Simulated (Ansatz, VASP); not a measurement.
SnO2: VASP beside Ansatz

```xyz
6
Lattice="4.5786 0.0000 0.0000 0.0000 5.1660 0.0000 0.0000 0.0000 3.4897" Properties=species:S:1:pos:R:3 pbc="T T T"
Sn    2.2893    2.5830    1.7449
Sn    0.0000    0.0000    0.0000
O     1.4060    1.6064    0.0000
O     3.6952    0.9766    1.7449
O     0.8833    4.1894    1.7449
O     3.1726    3.5596    0.0000
```

Change from the starting cell: volume 13.757 Å^3 an atom, stretch along a over the lengths across it, relative to the relaxed cell 0.8864.

Alike in both runs: functional LDA; k mesh 6 × 6 × 10; occupations gaussian, width 0.05 eV; no spin polarisation.

Ansatz relaxed the structure, and its values are those at the end. VASP's run is a single point on that final structure, the one shown.

```csv
,VASP,Ansatz
version,VASP 6.6.1,Ansatz 0.2.0
potentials or method,"VASP PAW LDA potentials, release 64 (Sn_d, O), cutoff 520 eV","scalar-relativistic, plane waves, PAW"
valence electrons in the cell,52,52
```

|  | VASP | Ansatz | Ansatz less VASP |
| --- | --- | --- | --- |
| gap on the k mesh at the Fermi level (eV) | 0.10 | 0.10 | 0.000 |
| least direct gap on the mesh (eV) | 0.35 | 0.33 | -0.018 |
| pressure (GPa) | -22.9 | -23.4 | -0.50 |
| rms of the force components (eV/Å) | 0.003 | 0.002 | -0.0014 |

LDA's correlation is that of Perdew and Zunger in VASP and of Perdew and Wang (1992) in Ansatz. Ansatz's warnings: stress scf threshold loose.
